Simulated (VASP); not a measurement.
Input of a VASP 6.6.1 run:

INCAR

```
PREC     = Accurate       # precision mode
ENCUT    = 520            # plane-wave cutoff, eV
EDIFF    = 1E-6           # SCF threshold, eV
ISMEAR   = 0              # smearing method
SIGMA    = 0.1            # smearing width, eV
LREAL    = F              # projectors in reciprocal space
LASPH    = T              # aspherical terms in the spheres
NELM     = 80             # most SCF steps
ALGO     = Normal         # electronic algorithm
ISIF     = 2              # what is computed and relaxed
LWAVE    = F              # write WAVECAR
LCHARG   = F              # write CHGCAR
GGA      = PE             # functional
NBANDS   = 11             # bands
```

Contents of KPOINTS:

```
regular mesh
0
Gamma
  16 16 16
```

Contents of POSCAR:

```
MgS
1.0
    3.2754750589      0.0000000000      0.0000000000
    0.0000000000      3.2754750589      0.0000000000
    0.0000000000      0.0000000000      3.2754750589
Mg S
1 1
Direct
    0.0000000000      0.0000000000      0.0000000000
    0.5000000000      0.5000000000      0.5000000000
```

Potentials or basis: VASP PAW PBE potentials, release 64 (Mg, S).

Launch:

```sh
$ cat potpaw_PBE.64/Mg/POTCAR potpaw_PBE.64/S/POTCAR > POTCAR
$ mpirun -np 1 vasp_std > vasp.out
```

(1) What does it give for the pressure?

(2) What does it give for the band gap on the k mesh?

Answers

(1) -0.3 GPa.

(2) zero (band 4 reaches 5.35 eV, above the bottom of band 5 at 5.13 eV).
